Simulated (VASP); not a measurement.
**BaS: single point with PBE**

BaS:

```
Ba S
1.0
     0.00000    3.29209    3.18483
     3.29209    0.00000    3.18483
     3.29209    3.29209    0.00000
Ba S
1 1
Direct
  0.00000 0.00000 0.00000
  0.50000 0.50000 0.50000
```

This cell differs from its parent crystal: epitaxial xy strain +2.5%.

```yaml
Program: VASP 6.6.1
Task: single point
Functional: PBE
Potentials_or_basis: VASP PAW PBE potentials, release 64 (Ba_sv, S)
Cutoff: 520 eV
k_mesh: 8 × 8 × 8
Occupations: fermi-dirac, width 0.02 eV
Spin: no spin polarisation
```

* Pressure: -0.9 GPa
* Band gap on the k mesh: 2.12 eV (least direct gap 2.29 eV)

Stress tensor (GPa, compression positive):
```
-1.65  0.00  0.00
 0.00 -1.65  0.00
 0.00  0.00  0.63
```

Levels at points of the mesh, in eV from the valence-band top:
```tsv
k point	band 4	band 5	band 6	band 7	band 8	band 9	band 10	band 11	band 12	band 13
(0.00, 0.00, 0.00)	-11.38	-10.34	-0.09	-0.09	0.00	3.23	3.72	3.72	3.94	4.56
(0.50, 0.00, 0.00)	-11.41	-9.33	-1.88	-1.06	-1.04	5.28	5.44	6.00	6.06	8.21
(0.50, 0.50, 0.00)	-11.56	-10.24	-0.54	-0.27	-0.27	2.12	5.64	5.77	7.09	7.09
(0.50, 0.00, 0.50)	-11.52	-10.24	-0.69	-0.25	-0.15	2.14	5.48	5.84	7.00	7.23
```

Run time: 95 s on 1 thread of AMD EPYC 7R13, on a shared host, peak memory 0.21 GiB.

Caveat: the cell differs from its parent crystal (epitaxial xy strain +2.5%); spin-orbit coupling is left out, which moves the levels of the heavy elements. A k mesh can miss the band edges.
